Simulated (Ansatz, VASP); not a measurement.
One calculation of W, two programs

```
W
1.0
     2.73581    0.00000    0.00000
    -1.36790    2.36928    0.00000
     0.00000    0.00000    4.85339
W
2
Direct
  0.33333 0.66667 0.25000
  0.66667 0.33333 0.75000
```

Alike in both runs: task relaxation of cell and atoms; functional LDA; k mesh 17 × 17 × 9; occupations fermi-dirac, width 0.05 eV; no spin polarisation.

|  | VASP | Ansatz |
| --- | --- | --- |
| version | VASP 6.6.1 | Ansatz 0.2.0 |
| potentials or method | VASP PAW LDA potentials, release 64 (W_sv), cutoff 600 eV | all-electron LAPW, non-relativistic |

```csv
,VASP,Ansatz,Ansatz less VASP
relaxed volume (Å³/atom),15.82,16.52,+0.692
relaxed cell length with the largest relative difference (Å),2.742,2.791,+0.0491
```

LDA's correlation is that of Perdew and Zunger in VASP and of Perdew and Wang (1992) in Ansatz. Ansatz ran all-electron here, and VASP with PAW potentials.

Neither program's run includes spin-orbit coupling.
